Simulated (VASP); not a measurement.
Input of a VASP 6.6.1 run:

File INCAR:

```
PREC = Accurate
ENCUT = 500
EDIFF = 1E-7
ISMEAR = -1
SIGMA = 0.1
LREAL = False
LASPH = True
NELM = 120
ALGO = Normal
ISIF = 8
LWAVE = False
LCHARG = False
GGA = PS
IBRION = 2
NSW = 80
EDIFFG = -0.02
GGA_COMPAT = False
NELMIN = 4
```

The input KPOINTS:

```
regular mesh
0
Gamma
  7 7 7
```

File POSCAR:

```
Ca
1.0
    0.0000000000      2.7942000000      2.7942000000
    2.7942000000      0.0000000000      2.7942000000
    2.7942000000      2.7942000000      0.0000000000
Ca
1
Direct
    0.0000000000      0.0000000000      0.0000000000
```

Potentials or basis: VASP PAW PBE potentials, release 64 (Ca_sv).

The run is started by

```sh
$ cat potpaw_PBE.64/Ca_sv/POTCAR > POTCAR
$ mpirun -np 1 vasp_std > vasp.out
```

Question: Estimate the space group after relaxing (to 0.1 Å).

Answer: Fm-3m (No. 225).

Question: What does it give for the band gap on the k mesh?

Answer: Zero (bands 5 and 6 overlap by 0.12 eV).

Final structure:
```
CELL_PARAMETERS angstrom
0.00000 2.73064 2.73064
2.73064 0.00000 2.73064
2.73064 2.73064 0.00000
ATOMIC_POSITIONS crystal
Ca 0.00000 0.00000 0.00000
```
